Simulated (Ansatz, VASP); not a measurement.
## SrCl2: VASP beside Ansatz

The input INCAR:

```
PREC = Accurate
ENCUT = 520
EDIFF = 1E-8
ISMEAR = -1
SIGMA = 0.01
LREAL = False
LASPH = True
NELM = 60
ALGO = Normal
ISIF = 2
LWAVE = False
LCHARG = False
LEFG = True
NBANDS = 19
```

The input KPOINTS:

```
Automatic mesh
0
Gamma
  8 8 8
```

POSCAR

```
SrCl2
1.0
    0.0000000000      3.4970798193      3.4970798193
    3.4970798193      0.0000000000      3.4970798193
    3.4970798193      3.4970798193      0.0000000000
Sr Cl
1 2
Direct
    0.0000000000      0.0000000000      0.0000000000
    0.2500000000      0.2500000000      0.2500000000
    0.7500000000      0.7500000000      0.7500000000
```

Input for Ansatz:

```yaml
crystal:
  lattice:
    - [0.0, 3.4970798193, 3.4970798193]
    - [3.4970798193, 0.0, 3.4970798193]
    - [3.4970798193, 3.4970798193, 0.0]
  atoms:
    - { symbol: Sr, position: [0.0, 0.0, 0.0] }
    - { symbol: Cl, position: [0.25, 0.25, 0.25] }
    - { symbol: Cl, position: [0.75, 0.75, 0.75] }
kpoints:
  mp_grid: { grid: [8, 8, 8] }
scf:
  occupations: { method: fermi_dirac, width: 0.01 }
hamiltonian:
  xc: lda
  pseudopotentials: { kind: paw }
output:
  forces: true
  stress: true
  eigenvalues: true
  efg: { contact_densities: true }
```

Change from the starting cell: volume scaled by 1.01, PAW files.

Alike in both runs: task electric field gradients; functional LDA; k mesh 8 × 8 × 8; occupations fermi-dirac, width 0.01 eV; no spin polarisation.

|  | VASP | Ansatz |
| --- | --- | --- |
| version | VASP 6.6.1 | Ansatz 0.2.0 |
| potentials or method | VASP PAW LDA potentials, release 64 (Sr_sv, Cl) | PAW with Ansatz's default frozen-core files, scalar-relativistic |
| plane-wave cutoff (eV) | 520 | 420 |
| valence electrons in the cell | 24 | 24 |

Ansatz gave:

* gap on the k mesh at the Fermi level (eV): 4.85
* pressure (GPa): -3.1

**Question.** Which values does VASP return?

**Answer.** gap on the k mesh at the Fermi level (eV): 4.86; pressure (GPa): -3.0.

LDA's correlation is that of Perdew and Zunger in VASP and of Perdew and Wang (1992) in Ansatz.
